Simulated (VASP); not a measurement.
BN, 4 atoms in the cell. Symmetry: Amm2, No. 38, orthorhombic system. The conventional cell has a = 6.661 Å, b = 2.504 Å, c = 4.337 Å, α = 90.00°, β = 90.00°, γ = 90.00°. Within 1.7 Å of B (site symmetry mm2) lie 3 N at 1.30 to 1.53 Å. B (site symmetry mm2) has 3 N at 1.45 Å within 1.9 Å. Within 1.9 Å of N (site symmetry mm2) lie 3 B at 1.45 Å. Within 1.7 Å of N (site symmetry mm2) lie 3 B at 1.30 to 1.53 Å.  This cell differs from its parent crystal: atom 1 (B) moved by (+0.000, +0.150) A along x and y.

* Program: VASP 6.6.1
* Task: single point
* Functional: PBE
* Potentials or basis: VASP PAW PBE potentials, release 64 (B, N)
* Cutoff: 520 eV
* k mesh: 12 × 12 × 4
* Occupations: gaussian, width 0.05 eV
* Spin: no spin polarisation
* Dipole correction: no
* Further INCAR settings: ALGO = Normal; EDIFF = 1e-06; NBANDS = 16

Potentials or basis: VASP PAW PBE potentials, release 64 (B, N).

The run is started by

```bash
$ cat potpaw_PBE.64/B/POTCAR potpaw_PBE.64/N/POTCAR > POTCAR
$ mpirun -np 1 vasp_std > vasp.out
```

Hardware: 1 thread of Intel(R) Xeon(R) Platinum 8559C (Emerald Rapids) (shared host).

Estimate the wall time of this run.

Run time: 42 s on 1 thread of Intel(R) Xeon(R) Platinum 8559C (Emerald Rapids) (shared host), peak memory 0.19 GiB. Counts: scf iterations 14, k points 129.
